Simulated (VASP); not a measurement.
# CaSe (Fm-3m) in VASP: single point with PBE

Aim: the single point of CaSe with PBE.

Everything below comes from runs of VASP 6.6.1. Logs are shortened: lines on timing, memory, paths and dates and some standing lists are left out, and cuts for length are marked.

## 1. The cell of the first run

It takes space group Fm-3m (No. 225, cubic). Conventional cell: a = 5.958 Å, b = 5.958 Å, c = 5.958 Å, α = 90.00°, β = 90.00°, γ = 90.00°. Within 3.9 Å of Ca (site symmetry m-3m) lie 6 Se at 2.98 Å. Se (site symmetry m-3m) has 6 Ca at 2.98 Å within 3.9 Å.

## 2. Single point, PBE

INCAR

```
SYSTEM = CaSe
PREC = Accurate ; ENCUT = 500
EDIFF = 1E-6 ; ISMEAR = 0
SIGMA = 0.01 ; LREAL = .False.
LASPH = .True. ; NELM = 120
ALGO = Normal ; ISIF = 2
LWAVE = .False. ; LCHARG = .False.
GGA = PE ; NBANDS = 15
GGA_COMPAT = .False.
```

KPOINTS

```
Automatic mesh
0
Gamma
  4 4 4
  0 0 0
```

POSCAR

```
CaSe
1.0
    0.0000000000      2.9790009559      2.9790009559
    2.9790009559      0.0000000000      2.9790009559
    2.9790009559      2.9790009559      0.0000000000
Ca Se
1 1
Direct
    0.0000000000      0.0000000000      0.0000000000
    0.5000000000      0.5000000000      0.5000000000
```

Potentials or basis: VASP PAW PBE potentials, release 64 (Ca_sv, Se).

The run is started by

```bash
cat potpaw_PBE.64/Ca_sv/POTCAR potpaw_PBE.64/Se/POTCAR > POTCAR
mpirun -np 1 vasp_std > vasp.out
```

OUTCAR:

```text
SYSTEM = CaSe
   PREC = Accurate
   ENCUT = 500
   EDIFF = 1E-6
   ISMEAR = 0
   LREAL = .False.
   LASPH = .True.
   NELM = 120
   ISIF = 2
   GGA = PE

 ion  position               nearest neighbor table
   1  0.000  0.000  0.000-   2 2.98   2 2.98   2 2.98   2 2.98   2 2.98   2 2.98
   2  0.500  0.500  0.500-   1 2.98   1 2.98   1 2.98   1 2.98   1 2.98   1 2.98

  LATTYP: Found a face centered cubic cell.
 ALAT       =     5.9580019118

  Lattice vectors:

 A1 = (   0.0000000000,   2.9790009559,   2.9790009559)
 A2 = (   2.9790009559,   0.0000000000,   2.9790009559)
 A3 = (   2.9790009559,   2.9790009559,   0.0000000000)

Analysis of symmetry for initial positions (statically):
=====================================================================
 Subroutine PRICEL returns:
 Original cell was already a primitive cell.

 Routine SETGRP: Setting up the symmetry group for a
 face centered cubic supercell.

 Subroutine GETGRP returns: Found 48 space group operations
 (whereof 48 operations were pure point group operations)
 out of a pool of 48 trial point group operations.

The static configuration has the point symmetry O_h .

Analysis of symmetry for dynamics (positions and initial velocities):
=====================================================================
 Subroutine PRICEL returns:
 Original cell was already a primitive cell.

 Routine SETGRP: Setting up the symmetry group for a
 face centered cubic supercell.

 Subroutine GETGRP returns: Found 48 space group operations
 (whereof 48 operations were pure point group operations)
 out of a pool of 48 trial point group operations.

The dynamic configuration has the point symmetry O_h .

 Subroutine INISYM returns: Found 48 space group operations
 (whereof 48 operations are pure point group operations),
 and found     1 'primitive' translations

----------------------------------------------------------------------------------------

                                     Primitive cell

  volume of cell :      52.8740

  direct lattice vectors                    reciprocal lattice vectors
     0.000000000  2.979000956  2.979000956    -0.167841504  0.167841504  0.167841504
     2.979000956  0.000000000  2.979000956     0.167841504 -0.167841504  0.167841504
     2.979000956  2.979000956  0.000000000     0.167841504  0.167841504 -0.167841504

  length of vectors
     4.212943554  4.212943554  4.212943554     0.290710012  0.290710012  0.290710012

  position of ions in fractional coordinates (direct lattice)
     0.000000000  0.000000000  0.000000000
     0.500000000  0.500000000  0.500000000

  ion indices of the primitive-cell ions
   primitive index   ion index
                 1           1
                 2           2

----------------------------------------------------------------------------------------

 KPOINTS: Automatic mesh

Automatic generation of k-mesh.
 Grid dimensions read from file:
 generate k-points for:    4    4    4

 Generating k-lattice:

  Cartesian coordinates                     Fractional coordinates (reciprocal lattice)
    -0.041960376  0.041960376  0.041960376     0.250000000  0.000000000  0.000000000
     0.041960376 -0.041960376  0.041960376     0.000000000  0.250000000  0.000000000
     0.041960376  0.041960376 -0.041960376     0.000000000  0.000000000  0.250000000

  Length of vectors
     0.072677503  0.072677503  0.072677503

  Shift w.r.t. Gamma in fractional coordinates (k-lattice)
     0.000000000  0.000000000  0.000000000

 Subroutine IBZKPT returns following result:
 ===========================================

 Found      8 irreducible k-points:

 Following reciprocal coordinates:
            Coordinates               Weight
  0.000000  0.000000  0.000000      1.000000
  0.250000  0.000000  0.000000      8.000000
  0.500000  0.000000  0.000000      4.000000
  0.250000  0.250000  0.000000      6.000000
  0.500000  0.250000  0.000000     24.000000
 -0.250000  0.250000  0.000000     12.000000
  0.500000  0.500000  0.000000      3.000000
 -0.250000  0.500000  0.250000      6.000000
   k-points           NKPTS =      8   k-points in BZ     NKDIM =      8   number of bands    NBANDS=     15
   number of dos      NEDOS =    301   number of ions     NIONS =      2
   total plane-waves  NPLWV =  32768
   dimension x,y,z NGX =    32 NGY =   32 NGZ =   32
   dimension x,y,z NGXF=    64 NGYF=   64 NGZF=   64
   ions per type =               1   1
   NGX,Y,Z   is equivalent  to a cutoff of  12.63, 12.63, 12.63 a.u.
   NGXF,Y,Z  is equivalent  to a cutoff of  25.25, 25.25, 25.25 a.u.
 SYSTEM =  CaSe
   PREC   = accura    normal or accurate (medium, high low for compatibility)
   ISTART =      0    job   : 0-new  1-cont  2-samecut
   ICHARG =      2    charge: 1-file 2-atom 10-const
   ISPIN  =      1    spin polarized calculation?
   LNONCOLLINEAR =      F non collinear calculations
   LSORBIT =      F    spin-orbit coupling
   LASPH  =      T    aspherical Exc in radial PAW
   ENCUT  =  500.0 eV  36.75 Ry    6.06 a.u.   7.68  7.68  7.68*2*pi/ulx,y,z
   NELM   =    120;   NELMIN=  2; NELMDL= -5     # of ELM steps
   EDIFF  = 0.1E-05   stopping-criterion for ELM
   LREAL  =      F    real-space projection
   EDIFFG = 0.1E-04   stopping-criterion for IOM
   NSW    =      0    number of steps for IOM
   IBRION =     -1    ionic relax: 0-MD 1-quasi-New 2-CG
   NFREE  =      0    steps in history (QN), initial steepest desc. (CG)
   ISIF   =      2    stress and relaxation
   ISYM   =      2    0-nonsym 1-usesym 2-fastsym
   POTIM  = 0.5000    time-step for ionic-motion
   TEBEG  =    0.0;   TEEND  =   0.0 temperature during run
   PSTRESS=    0.0 pullay stress
   NELECT =      16.0000    total number of electrons
   NUPDOWN=      -1.0000    fix difference up-down
   EMIN   =  10.00;   EMAX   =-10.00  energy-range for DOS
   EFERMI =   0.00;   METHOD = LEGACY
   ISMEAR =     0;   SIGMA  =   0.01  broadening in eV -4-tet -1-fermi 0-gaus
   EFERMI_NEDOS =   21; number of points for ismear=-14 and -15
   IALGO  =     38    algorithm
   IMIX   =      4    mixing-type and parameters
     AMIX     =   0.40;   BMIX     =  1.00
     AMIX_MAG =   1.60;   BMIX_MAG =  1.00
  volume/ion in A,a.u.               =      26.44       178.41
  Fermi-wavevector in a.u.,A,eV,Ry     =   1.099092  2.076983 16.435892  1.208004
  Thomas-Fermi vector in A             =   2.235481
   LORBIT       =      0    0 simple, 1 ext, 2 COOP (PROOUT), +10 PAW based schemes
   GGA     = PE    functional components
   LHFCALC =     F    Hartree Fock is set to
   AEXX    =    0.0000 exact exchange contribution
   IVDW    =     0    specifies the selected vdW correction
   LEPSILON=     F    determine dielectric tensor
   LRPA    =     F    only Hartree local field effects (RPA)
 non-spin polarized calculation
 Gauss-broadening in eV      SIGMA  =   0.01
  energy-cutoff  :      500.00
  volume of cell :       52.87
 maximum number of plane-waves:      1363
 NGX is ok and might be reduce to    32
   NGX = 15   NGY = 15   NGZ = 15

 number of electron      15.9999996 magnetization

 Free energy of the ion-electron system (eV)
  ---------------------------------------------------
  ext. energy  EPLUGINS =         0.00000000
  ---------------------------------------------------
  free energy    TOTEN  =        -9.47021125 eV

  energy without entropy =       -9.47021125  energy(sigma->0) =       -9.47021125

 E-fermi :   2.4058     XC(G=0):  -9.0603

 val. band max:        2.3106011251   @ k =   0.0000   0.0000   0.0000
 cond. band min:       4.3750057698   @ k =   0.5000   0.5000   0.0000
 fundamental gap:      2.0644046447
 Fermi energy:         2.4058369906

 k-point     1 :       0.0000    0.0000    0.0000
  band No.  band energies     occupation
      1     -37.5208      2.00000
      2     -18.5105      2.00000
      3     -18.5105      2.00000
      4     -18.5105      2.00000
      5      -9.4122      2.00000
      6       2.3106      2.00000
      7       2.3106      2.00000
      8       2.3106      2.00000
      9       5.5330      0.00000
     10       6.0114      0.00000
     11       6.0114      0.00000
     12       6.0114      0.00000
     13       6.5582      0.00000
     14       6.5582      0.00000
     15      11.9888      0.00000

 k-point     2 :       0.2500    0.0000    0.0000
  band No.  band energies     occupation
      1     -37.5178      2.00000
      2     -18.5626      2.00000
      3     -18.5141      2.00000
      4     -18.5141      2.00000
      5      -9.1015      2.00000
      6       0.3499      2.00000
      7       1.6363      2.00000
      8       1.6363      2.00000
      9       6.0085      0.00000
     10       6.7184      0.00000
     11       6.7184      0.00000
     12       7.9097      0.00000
     13       7.9097      0.00000
     14       7.9208      0.00000
     15      11.5945      0.00000

 k-point     3 :       0.5000    0.0000    0.0000
  band No.  band energies     occupation
      1     -37.5148      2.00000
      2     -18.6134      2.00000
      3     -18.5177      2.00000
      4     -18.5177      2.00000
      5      -8.7541      2.00000
      6      -0.8958      2.00000
      7       1.1548      2.00000
      8       1.1548      2.00000
      9       6.7862      0.00000
     10       7.7173      0.00000
     11       7.7492      0.00000
     12       7.7492      0.00000
     13       9.6883      0.00000
     14       9.6883      0.00000
     15      10.3122      0.00000
[... 55 lines left out ...]
 k-point     7 :       0.5000    0.5000    0.0000
  band No.  band energies     occupation
      1     -37.5128      2.00000
      2     -18.5853      2.00000
      3     -18.5406      2.00000
      4     -18.5406      2.00000
      5      -8.8567      2.00000
      6      -0.1572      2.00000
      7       1.3958      2.00000
      8       1.3958      2.00000
      9       4.3750      0.00000
     10       7.2572      0.00000
     11       7.2999      0.00000
     12       8.2315      0.00000
     13       8.2665      0.00000
     14       8.2665      0.00000
     15      12.2889      0.00000

 k-point     8 :      -0.2500    0.5000    0.2500
  band No.  band energies     occupation
      1     -37.5128      2.00000
      2     -18.5629      2.00000
      3     -18.5629      2.00000
      4     -18.5463      2.00000
      5      -8.7742      2.00000
      6       0.3753      2.00000
      7       0.3753      2.00000
      8       0.6796      2.00000
      9       6.6826      0.00000
     10       6.6826      0.00000
     11       7.4822      0.00000
     12       7.9533      0.00000
     13       8.2719      0.00000
     14      10.7521      0.00000
     15      11.1689      0.00000

------------------------ aborting loop because EDIFF is reached ----------------------------------------

  FORCE on cell =-STRESS in cart. coord.  units (eV):
  Direction    XX          YY          ZZ          XY          YZ          ZX
  --------------------------------------------------------------------------------------
  -------------------------------------------------------------------------------------
  Total        0.0895923      0.0895923      0.0895923     -0.0000000     -0.0000000      0.0000000
  in kB        2.7148085      2.7148085      2.7148085     -0.0000000     -0.0000000      0.0000000
  external PRESSURE =       2.7148085 kB  Pullay stress =       0.0000000 kB

 VOLUME and BASIS-vectors are now :
 -----------------------------------------------------------------------------
  energy-cutoff  :      500.00
  volume of cell :       52.87
      direct lattice vectors                 reciprocal lattice vectors
     0.000000000  2.979000956  2.979000956    -0.167841504  0.167841504  0.167841504
     2.979000956  0.000000000  2.979000956     0.167841504 -0.167841504  0.167841504
     2.979000956  2.979000956  0.000000000     0.167841504  0.167841504 -0.167841504

 POSITION                                       TOTAL-FORCE (eV/Angst)
 -----------------------------------------------------------------------------------
      0.00000      0.00000      0.00000         0.000000      0.000000     -0.000000
      2.97900      2.97900      2.97900         0.000000      0.000000      0.000000
 -----------------------------------------------------------------------------------
    total drift:                                0.000000     -0.000000     -0.000000

  FREE ENERGIE OF THE ION-ELECTRON SYSTEM (eV)
  ---------------------------------------------------
  free  energy   TOTEN  =        -9.4702112549 eV

  energy  without entropy=       -9.4702112549  energy(sigma->0) =       -9.47021125
```

Run time: 6.1 s. Hardware: 1 thread of Intel Xeon 8259CL, shared host; peak memory 0.14 GiB.

Results:

| Quantity | Value |
| --- | --- |
| Free energy | -9.4702 eV |
| Pressure | 0.3 GPa |
| Band gap on the k mesh | 2.06 eV (least direct gap 2.98 eV) |

Caveat: the k points lie up to 0.46 Å⁻¹ apart.
